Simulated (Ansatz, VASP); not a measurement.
# Two plane-wave programs on CdF2

```xyz
3
Lattice="0.0000 2.6713 2.5153 2.6713 0.0000 2.5153 2.6713 2.6713 0.0000" Properties=species:S:1:pos:R:3 pbc="T T T"
Cd    0.0000    0.0000    0.0000
F     1.3357    1.3357    1.2577
F     4.0070    4.0070    3.7730
```

Alike in both runs: task single point; functional PBEsol; k mesh 8 × 8 × 8; occupations gaussian, width 0.05 eV; no spin polarisation.

|  | VASP | Ansatz |
| --- | --- | --- |
| version | VASP 6.6.1 | Ansatz 0.2.0 |
| potentials or method | VASP PAW PBE potentials, release 64 (Cd, F), cutoff 520 eV | scalar-relativistic, plane waves, PAW |
| valence electrons in the cell | 26 | 34 |

|  | VASP | Ansatz | Ansatz less VASP |
| --- | --- | --- | --- |
| gap on the k mesh at the Fermi level (eV) | 3.09 | 3.13 | +0.039 |
| least direct gap on the mesh (eV) | 3.47 | 3.51 | +0.038 |
| pressure (GPa) | 12.3 | 11.0 | -1.30 |
| traceless stress, the component that is largest in VASP (GPa) | 4.77 | 4.86 | +0.098 |

VASP's potentials were made for PBE, not for PBEsol. VASP's potentials hold 26 valence electrons a cell and Ansatz's 34, so a difference there can come from the potentials and not from the codes.
